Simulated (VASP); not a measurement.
Set up this calculation in VASP 6.6.1, as the native input.

```
Task                   : single point
Functional             : PBE
Potentials or basis    : VASP PAW PBE potentials, release 64 (Bi_d, Te)
Cutoff                 : 520 eV
k mesh                 : 4 × 4 × 4
Occupations            : gaussian, width 0.1 eV
Spin                   : no spin polarisation
Dipole correction      : no
Further INCAR settings : ALGO = Normal; EDIFF = 1e-06; NBANDS = 28
```

The structure of BiTe4 lies in POSCAR:

```
BiTe4
1.0
   -3.0642240440      3.0642240440      4.6875081121
    3.0642240440     -3.0642240440      4.6875081121
    3.0642240440      3.0642240440     -4.6875081121
Bi Te
1 4
Direct
    0.0000000000      0.0000000000      0.0000000000
    0.3383666928      0.3383666928      0.0000000000
    0.6616333072      0.6616333072      0.0000000000
    0.5000000000      0.0000000000      0.5000000000
    0.0000000000      0.5000000000      0.5000000000
```

The cell was generated, and may not be a known phase.

The input as run:

INCAR

```
SYSTEM = BiTe4
PREC = Accurate ; ENCUT = 520
EDIFF = 1E-6 ; ISMEAR = 0
SIGMA = 0.1 ; LREAL = .FALSE.
LASPH = .TRUE. ; NELM = 80
ALGO = Normal ; ISIF = 2
LWAVE = .FALSE. ; LCHARG = .TRUE.
GGA = PE ; LELF = .TRUE.
LVHAR = .TRUE. ; NBANDS = 28
```

KPOINTS

```
Automatic mesh
0
G
  4 4 4
  0 0 0
```

Potentials or basis: VASP PAW PBE potentials, release 64 (Bi_d, Te).

Command:

```console
$ cat potpaw_PBE.64/Bi_d/POTCAR potpaw_PBE.64/Te/POTCAR > POTCAR
$ mpirun -np 1 vasp_std > vasp.out
```

Results of the run:

```
Pressure               : 0.1 GPa
Largest force          : 0.007 eV/Å
Band gap on the k mesh : zero (an odd number of electrons rules out a gap without spin polarisation)
```

Caveat: spin-orbit coupling is left out, which moves the levels of the heavy elements; an odd number of electrons without spin polarisation forces a metal; a magnetic or distorted state may lie lower.

It took 42 s on 1 thread of Intel(R) Xeon(R) 6975P-C (Granite Rapids) (shared host), peak memory 0.33 GiB.
